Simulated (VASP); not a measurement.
# Cd (Fd-3m) in VASP: notebook

The runs below take Cd through single point, with LDA.

Everything below comes from runs of VASP 6.6.1. Logs are shortened: lines on timing, memory, paths and dates and some standing lists are left out, and cuts for length are marked.

## 1. The cell of the first run

The structure is cubic, space group Fd-3m (No. 227). The conventional cell has a = 5.804 Å, b = 5.804 Å, c = 5.804 Å, α = 90.00°, β = 90.00°, γ = 90.00°. Cd (site symmetry -43m) has 4 Cd at 2.51 Å within 3.3 Å.

This isn't the form of Cd at room conditions, which is hcp.

## 2. Single point, LDA

Contents of INCAR:

```
  PREC = Accurate
  ENCUT = 520
  EDIFF = 1E-7
  ISMEAR = 0
  SIGMA = 0.05
  LREAL = F
  LASPH = T
  NELM = 100
  ALGO = Normal
  ISIF = 2
  LWAVE = F
  LCHARG = F
  GGA = CA
  NBANDS = 19
```

Contents of KPOINTS:

```
Automatic mesh
0
Gamma
  6 6 6
```

Contents of POSCAR:

```
Cd
1.0
    0.0000000000      2.9020233102      2.9020233102
    2.9020233102      0.0000000000      2.9020233102
    2.9020233102      2.9020233102      0.0000000000
Cd
2
Direct
    0.0000000000      0.0000000000      0.0000000000
    0.2500000000      0.2500000000      0.2500000000
```

Potentials or basis: VASP PAW LDA potentials, release 64 (Cd).

Run with:

```console
cat potpaw_LDA.64/Cd/POTCAR > POTCAR
mpirun -np 1 vasp_std > vasp.out
```

OUTCAR:

```text
PREC = Accurate
   ENCUT = 520
   EDIFF = 1E-7
   ISMEAR = 0
   LREAL = F
   LASPH = T
   NELM = 100
   ISIF = 2
   GGA = CA

 ion  position               nearest neighbor table
   1  0.000  0.000  0.000-   2 2.51   2 2.51   2 2.51   2 2.51
   2  0.250  0.250  0.250-   1 2.51   1 2.51   1 2.51   1 2.51

  LATTYP: Found a face centered cubic cell.
 ALAT       =     5.8040466204

  Lattice vectors:

 A1 = (   0.0000000000,   2.9020233102,   2.9020233102)
 A2 = (   2.9020233102,   0.0000000000,   2.9020233102)
 A3 = (   2.9020233102,   2.9020233102,   0.0000000000)

Analysis of symmetry for initial positions (statically):
=====================================================================
 Subroutine PRICEL returns:
 Original cell was already a primitive cell.

 Routine SETGRP: Setting up the symmetry group for a
 face centered cubic supercell.

 Subroutine GETGRP returns: Found 48 space group operations
 (whereof 24 operations were pure point group operations)
 out of a pool of 48 trial point group operations.

The static configuration has the point symmetry T_d .
 The point group associated with its full space group is O_h .

Analysis of symmetry for dynamics (positions and initial velocities):
=====================================================================
 Subroutine PRICEL returns:
 Original cell was already a primitive cell.

 Routine SETGRP: Setting up the symmetry group for a
 face centered cubic supercell.

 Subroutine GETGRP returns: Found 48 space group operations
 (whereof 24 operations were pure point group operations)
 out of a pool of 48 trial point group operations.

The dynamic configuration has the point symmetry T_d .
 The point group associated with its full space group is O_h .

 Subroutine INISYM returns: Found 48 space group operations
 (whereof 24 operations are pure point group operations),
 and found     1 'primitive' translations

----------------------------------------------------------------------------------------

                                     Primitive cell

  volume of cell :      48.8802

  direct lattice vectors                    reciprocal lattice vectors
     0.000000000  2.902023310  2.902023310    -0.172293585  0.172293585  0.172293585
     2.902023310  0.000000000  2.902023310     0.172293585 -0.172293585  0.172293585
     2.902023310  2.902023310  0.000000000     0.172293585  0.172293585 -0.172293585

  length of vectors
     4.104080724  4.104080724  4.104080724     0.298421243  0.298421243  0.298421243

  position of ions in fractional coordinates (direct lattice)
     0.000000000  0.000000000  0.000000000
     0.250000000  0.250000000  0.250000000

  ion indices of the primitive-cell ions
   primitive index   ion index
                 1           1
                 2           2

----------------------------------------------------------------------------------------

 KPOINTS: Automatic mesh

Automatic generation of k-mesh.
 Grid dimensions read from file:
 generate k-points for:    6    6    6

 Generating k-lattice:

  Cartesian coordinates                     Fractional coordinates (reciprocal lattice)
    -0.028715598  0.028715598  0.028715598     0.166666667  0.000000000  0.000000000
     0.028715598 -0.028715598  0.028715598     0.000000000  0.166666667  0.000000000
     0.028715598  0.028715598 -0.028715598     0.000000000  0.000000000  0.166666667

  Length of vectors
     0.049736874  0.049736874  0.049736874

  Shift w.r.t. Gamma in fractional coordinates (k-lattice)
     0.000000000  0.000000000  0.000000000

 Subroutine IBZKPT returns following result:
 ===========================================

 Found     16 irreducible k-points:

 Following reciprocal coordinates:
            Coordinates               Weight
  0.000000  0.000000  0.000000      1.000000
  0.166667  0.000000  0.000000      8.000000
  0.333333  0.000000  0.000000      8.000000
  0.500000  0.000000  0.000000      4.000000
  0.166667  0.166667  0.000000      6.000000
  0.333333  0.166667  0.000000     24.000000
[... 8 lines left out ...]
 -0.333333  0.333333  0.166667     24.000000
 -0.333333  0.500000  0.166667     12.000000
   k-points           NKPTS =     16   k-points in BZ     NKDIM =     16   number of bands    NBANDS=     19
   number of dos      NEDOS =    301   number of ions     NIONS =      2
   total plane-waves  NPLWV =  32768
   dimension x,y,z NGX =    32 NGY =   32 NGZ =   32
   dimension x,y,z NGXF=    64 NGYF=   64 NGZF=   64
   ions per type =               2
   NGX,Y,Z   is equivalent  to a cutoff of  12.96, 12.96, 12.96 a.u.
   NGXF,Y,Z  is equivalent  to a cutoff of  25.92, 25.92, 25.92 a.u.
 SYSTEM =  unknown system
   PREC   = accura    normal or accurate (medium, high low for compatibility)
   ISTART =      0    job   : 0-new  1-cont  2-samecut
   ICHARG =      2    charge: 1-file 2-atom 10-const
   ISPIN  =      1    spin polarized calculation?
   LNONCOLLINEAR =      F non collinear calculations
   LSORBIT =      F    spin-orbit coupling
   LASPH  =      T    aspherical Exc in radial PAW
   ENCUT  =  520.0 eV  38.22 Ry    6.18 a.u.   7.63  7.63  7.63*2*pi/ulx,y,z
   NELM   =    100;   NELMIN=  2; NELMDL= -5     # of ELM steps
   EDIFF  = 0.1E-06   stopping-criterion for ELM
   LREAL  =      F    real-space projection
   EDIFFG = 0.1E-05   stopping-criterion for IOM
   NSW    =      0    number of steps for IOM
   IBRION =     -1    ionic relax: 0-MD 1-quasi-New 2-CG
   NFREE  =      0    steps in history (QN), initial steepest desc. (CG)
   ISIF   =      2    stress and relaxation
   ISYM   =      2    0-nonsym 1-usesym 2-fastsym
   POTIM  = 0.5000    time-step for ionic-motion
   TEBEG  =    0.0;   TEEND  =   0.0 temperature during run
   PSTRESS=    0.0 pullay stress
   NELECT =      24.0000    total number of electrons
   NUPDOWN=      -1.0000    fix difference up-down
   EMIN   =  10.00;   EMAX   =-10.00  energy-range for DOS
   EFERMI =   0.00;   METHOD = LEGACY
   ISMEAR =     0;   SIGMA  =   0.05  broadening in eV -4-tet -1-fermi 0-gaus
   EFERMI_NEDOS =   21; number of points for ismear=-14 and -15
   IALGO  =     38    algorithm
   IMIX   =      4    mixing-type and parameters
     AMIX     =   0.40;   BMIX     =  1.00
     AMIX_MAG =   1.60;   BMIX_MAG =  1.00
  volume/ion in A,a.u.               =      24.44       164.93
  Fermi-wavevector in a.u.,A,eV,Ry     =   1.291520  2.440618 22.694831  1.668023
  Thomas-Fermi vector in A             =   2.423284
   LORBIT       =      0    0 simple, 1 ext, 2 COOP (PROOUT), +10 PAW based schemes
   GGA     = CA    functional components
   LHFCALC =     F    Hartree Fock is set to
   AEXX    =    0.0000 exact exchange contribution
   IVDW    =     0    specifies the selected vdW correction
   LEPSILON=     F    determine dielectric tensor
   LRPA    =     F    only Hartree local field effects (RPA)
 non-spin polarized calculation
 Gauss-broadening in eV      SIGMA  =   0.05
  energy-cutoff  :      520.00
  volume of cell :       48.88
 maximum number of plane-waves:      1363
 NGX is ok and might be reduce to    32
   NGX = 15   NGY = 15   NGZ = 15

 number of electron      24.0000004 magnetization

 Free energy of the ion-electron system (eV)
  ---------------------------------------------------
  ext. energy  EPLUGINS =         0.00000000
  ---------------------------------------------------
  free energy    TOTEN  =        -1.40418008 eV

  energy without entropy =       -1.40094508  energy(sigma->0) =       -1.40256258

 E-fermi :   1.7705     XC(G=0): -10.4520

 val. band max:        1.7241669940   @ k =  -0.3333   0.5000   0.1667
 cond. band min:       1.8297264542   @ k =   0.5000   0.3333   0.0000
 fundamental gap:      0.1055594602
 Fermi energy:         1.7705339854

 k-point     1 :       0.0000    0.0000    0.0000
  band No.  band energies     occupation
      1      -8.3672      2.00000
      2      -8.3672      2.00000
      3      -8.3672      2.00000
      4      -8.3051      2.00000
      5      -8.3051      2.00000
      6      -6.8970      2.00000
[... 11 lines left out ...]
     18      10.2774      0.00000
     19      10.6553      0.00000

 k-point     2 :       0.1667    0.0000    0.0000
  band No.  band energies     occupation
      1      -8.4836      2.00000
      2      -8.4836      2.00000
      3      -8.3568      2.00000
      4      -8.1338      2.00000
      5      -8.1338      2.00000
      6      -7.0698      2.00000
[... 11 lines left out ...]
     18      11.3191      0.00000
     19      12.1696      0.00000

 k-point     3 :       0.3333    0.0000    0.0000
  band No.  band energies     occupation
      1      -8.5051      2.00000
      2      -8.5051      2.00000
      3      -8.3400      2.00000
      4      -8.0466      2.00000
      5      -8.0466      2.00000
      6      -7.2765      2.00000
[... 11 lines left out ...]
     18      10.3535      0.00000
     19      14.1049      0.00000

 k-point     4 :       0.5000    0.0000    0.0000
  band No.  band energies     occupation
      1      -8.4773      2.00000
      2      -8.4773      2.00000
      3      -8.3306      2.00000
      4      -8.0676      2.00000
      5      -8.0676      2.00000
      6      -7.3714      2.00000
[... 11 lines left out ...]
     18       9.8851      0.00000
     19      15.9941      0.00000

 k-point     5 :       0.1667    0.1667    0.0000
  band No.  band energies     occupation
      1      -8.5665      2.00000
      2      -8.3994      2.00000
      3      -8.3994      2.00000
      4      -8.1774      2.00000
      5      -7.9697      2.00000
      6      -7.3020      2.00000
[... 11 lines left out ...]
     18      12.1696      0.00000
     19      13.2394      0.00000
[... 158 lines left out ...]
      2      -8.4933      2.00000
      3      -8.3560      2.00000
      4      -8.3560      2.00000
      5      -7.3513      2.00000
      6      -7.3513      2.00000
[... 11 lines left out ...]
     18      17.7601      0.00000
     19      18.5815      0.00000

 k-point    14 :       0.5000    0.3333    0.1667
  band No.  band energies     occupation
      1      -8.6359      2.00000
      2      -8.5936      2.00000
      3      -8.2311      2.00000
      4      -7.9000      2.00000
      5      -7.6763      2.00000
      6      -7.6003      2.00000
[... 11 lines left out ...]
     18      14.8862      0.00000
     19      15.2563      0.00000

 k-point    15 :      -0.3333    0.3333    0.1667
  band No.  band energies     occupation
      1      -8.6855      2.00000
      2      -8.6167      2.00000
      3      -8.1332      2.00000
      4      -7.8027      2.00000
      5      -7.6611      2.00000
      6      -7.5737      2.00000
[... 11 lines left out ...]
     18      12.8268      0.00000
     19      15.3090      0.00000

 k-point    16 :      -0.3333    0.5000    0.1667
  band No.  band energies     occupation
      1      -8.6520      2.00000
      2      -8.6520      2.00000
      3      -8.0566      2.00000
      4      -8.0566      2.00000
      5      -7.4456      2.00000
      6      -7.4456      2.00000
[... 11 lines left out ...]
     18      13.3666      0.00000
     19      18.5325      0.00000

------------------------ aborting loop because EDIFF is reached ----------------------------------------

  FORCE on cell =-STRESS in cart. coord.  units (eV):
  Direction    XX          YY          ZZ          XY          YZ          ZX
  --------------------------------------------------------------------------------------
  -------------------------------------------------------------------------------------
  Total        4.9471579      4.9471579      4.9471579      0.0000000      0.0000000     -0.0000000
  in kB      162.1562419    162.1562419    162.1562419      0.0000000      0.0000000     -0.0000000
  external PRESSURE =     162.1562419 kB  Pullay stress =       0.0000000 kB

 VOLUME and BASIS-vectors are now :
 -----------------------------------------------------------------------------
  energy-cutoff  :      520.00
  volume of cell :       48.88
      direct lattice vectors                 reciprocal lattice vectors
     0.000000000  2.902023310  2.902023310    -0.172293585  0.172293585  0.172293585
     2.902023310  0.000000000  2.902023310     0.172293585 -0.172293585  0.172293585
     2.902023310  2.902023310  0.000000000     0.172293585  0.172293585 -0.172293585

 POSITION                                       TOTAL-FORCE (eV/Angst)
 -----------------------------------------------------------------------------------
      0.00000      0.00000      0.00000         0.000000      0.000000      0.000000
      1.45101      1.45101      1.45101        -0.000000     -0.000000      0.000000
 -----------------------------------------------------------------------------------
    total drift:                               -0.000000      0.000000      0.000000

  FREE ENERGIE OF THE ION-ELECTRON SYSTEM (eV)
  ---------------------------------------------------
  free  energy   TOTEN  =        -1.4041800831 eV

  energy  without entropy=       -1.4009450760  energy(sigma->0) =       -1.40256258
```

Run time: 17 s. Hardware: 1 thread of Intel Xeon 8259CL, shared host; peak memory 0.15 GiB.

Results:

```yaml
Free_energy: -1.4042 eV
Pressure: 16.2 GPa
Band_gap_on_the_k_mesh: zero (bands 12 and 13 overlap by 7.43 eV)
```

Levels at points of the mesh, in eV from the Fermi level:
```tsv
k point	band 9	band 10	band 11	band 12	band 13	band 14	band 15	band 16
(0.00, 0.00, 0.00)	-8.34	-8.17	-8.17	6.44	6.44	6.44	7.36	7.36
(0.50, 0.00, 0.00)	-8.18	-8.18	-4.65	-3.56	3.86	3.86	7.35	7.95
(0.50, 0.50, 0.00)	-8.07	-8.07	-3.13	-3.13	0.98	0.98	4.96	4.96
```

Caveat: the cell stands under pressure.

## 3. Single point, LDA

This run uses another cell than the first one, of 32.11 Å³/atom.

Contents of INCAR:

```
SYSTEM = Cd
PREC = Accurate
ENCUT = 520
EDIFF = 1E-6
ISMEAR = 0
SIGMA = 0.05
LREAL = .FALSE.
LASPH = .TRUE.
NELM = 100
ALGO = Normal
ISIF = 2
LWAVE = .FALSE.
LCHARG = .FALSE.
GGA = CA
NBANDS = 19
```

Contents of KPOINTS:

```
regular mesh
0
G
  6 6 6
  0 0 0
```

Contents of POSCAR:

```
Cd
1.0
    0.0000000000      3.1785206799      3.1785206799
    3.1785206799      0.0000000000      3.1785206799
    3.1785206799      3.1785206799      0.0000000000
Cd
2
Direct
    0.0000000000      0.0000000000      0.0000000000
    0.2500000000      0.2500000000      0.2500000000
```

Potentials or basis: VASP PAW LDA potentials, release 64 (Cd).

Run with:

```console
cat potpaw_LDA.64/Cd/POTCAR > POTCAR
mpirun -np 1 vasp_std > vasp.out
```

OUTCAR:

```text
SYSTEM = Cd
   PREC = Accurate
   ENCUT = 520
   EDIFF = 1E-6
   ISMEAR = 0
   LREAL = .FALSE.
   LASPH = .TRUE.
   NELM = 100
   ISIF = 2
   GGA = CA

 ion  position               nearest neighbor table
   1  0.000  0.000  0.000-   2 2.75   2 2.75   2 2.75   2 2.75
   2  0.250  0.250  0.250-   1 2.75   1 2.75   1 2.75   1 2.75

  LATTYP: Found a face centered cubic cell.
 ALAT       =     6.3570413598

  Lattice vectors:

 A1 = (   0.0000000000,   3.1785206799,   3.1785206799)
 A2 = (   3.1785206799,   0.0000000000,   3.1785206799)
 A3 = (   3.1785206799,   3.1785206799,   0.0000000000)

Analysis of symmetry for initial positions (statically):
=====================================================================
 Subroutine PRICEL returns:
 Original cell was already a primitive cell.

 Routine SETGRP: Setting up the symmetry group for a
 face centered cubic supercell.

 Subroutine GETGRP returns: Found 48 space group operations
 (whereof 24 operations were pure point group operations)
 out of a pool of 48 trial point group operations.

[... 151 lines left out ...]
  ---------------------------------------------------
  free energy    TOTEN  =        -1.98960022 eV

  energy without entropy =       -1.98656171  energy(sigma->0) =       -1.98808096

 E-fermi :   0.4092     XC(G=0):  -9.1359

 val. band max:        0.3977132794   @ k =   0.3333   0.1667   0.0000
 cond. band min:       0.5415607090   @ k =  -0.3333   0.5000   0.1667
 fundamental gap:      0.1438474296
 Fermi energy:         0.4092109667

 k-point     1 :       0.0000    0.0000    0.0000
  band No.  band energies     occupation
      1      -8.9358      2.00000
      2      -8.9358      2.00000
      3      -8.9358      2.00000
      4      -8.8707      2.00000
      5      -8.8707      2.00000
      6      -8.0149      2.00000
[... 329 lines left out ...]
      6      -8.3603      2.00000
[... 11 lines left out ...]
     18       9.9036      0.00000
     19      14.2235      0.00000

------------------------ aborting loop because EDIFF is reached ----------------------------------------

  FORCE on cell =-STRESS in cart. coord.  units (eV):
  Direction    XX          YY          ZZ          XY          YZ          ZX
  --------------------------------------------------------------------------------------
  -------------------------------------------------------------------------------------
  Total        0.1401693      0.1401693      0.1401693      0.0000000      0.0000000     -0.0000000
  in kB        3.4966999      3.4966999      3.4966999      0.0000000      0.0000000     -0.0000000
  external PRESSURE =       3.4966999 kB  Pullay stress =       0.0000000 kB

 VOLUME and BASIS-vectors are now :
 -----------------------------------------------------------------------------
  energy-cutoff  :      520.00
  volume of cell :       64.23
      direct lattice vectors                 reciprocal lattice vectors
     0.000000000  3.178520680  3.178520680    -0.157305882  0.157305882  0.157305882
     3.178520680  0.000000000  3.178520680     0.157305882 -0.157305882  0.157305882
     3.178520680  3.178520680  0.000000000     0.157305882  0.157305882 -0.157305882

 POSITION                                       TOTAL-FORCE (eV/Angst)
 -----------------------------------------------------------------------------------
      0.00000      0.00000      0.00000         0.000000      0.000000      0.000000
      1.58926      1.58926      1.58926        -0.000000     -0.000000     -0.000000
 -----------------------------------------------------------------------------------
    total drift:                                0.000000      0.000000      0.000000

  FREE ENERGIE OF THE ION-ELECTRON SYSTEM (eV)
  ---------------------------------------------------
  free  energy   TOTEN  =        -1.9896002152 eV

  energy  without entropy=       -1.9865617125  energy(sigma->0) =       -1.98808096
```

OSZICAR:

```text
N       E                     dE             d eps       ncg     rms          rms(c)
DAV:   1     0.170172301379E+03    0.17017E+03   -0.12704E+04   608   0.119E+03
DAV:   2     0.228006587304E+01   -0.16789E+03   -0.16245E+03   632   0.320E+02
DAV:   3    -0.207984929449E+01   -0.43599E+01   -0.43469E+01   701   0.578E+01
DAV:   4    -0.209016575102E+01   -0.10316E-01   -0.10316E-01   676   0.285E+00
DAV:   5    -0.209022137974E+01   -0.55629E-04   -0.55628E-04   668   0.175E-01    0.316E+00
DAV:   6    -0.200137525634E+01    0.88846E-01   -0.21425E-01   694   0.494E+00    0.260E+00
DAV:   7    -0.199171069547E+01    0.96646E-02   -0.16879E-02   653   0.933E-01    0.134E+00
DAV:   8    -0.198959056508E+01    0.21201E-02   -0.21446E-03   656   0.523E-01    0.442E-02
DAV:   9    -0.198959456876E+01   -0.40037E-05   -0.30768E-05   656   0.437E-02    0.226E-02
DAV:  10    -0.198960018663E+01   -0.56179E-05   -0.77684E-06   653   0.313E-02    0.320E-03
DAV:  11    -0.198960021516E+01   -0.28529E-07   -0.48402E-08   376   0.230E-03
   1 F= -.19896002E+01 E0= -.19880810E+01  d E =-.303850E-02
```

Run time: 28 s. Hardware: 1 thread of Intel Xeon 8259CL, shared host; peak memory 0.17 GiB.

What came out:

* Free energy: -1.9896 eV
* Pressure: 0.3 GPa
* Band gap on the k mesh: zero (bands 12 and 13 overlap by 5.48 eV)

The gap in the log of VASP goes by the Fermi energy; the results here count the filled bands.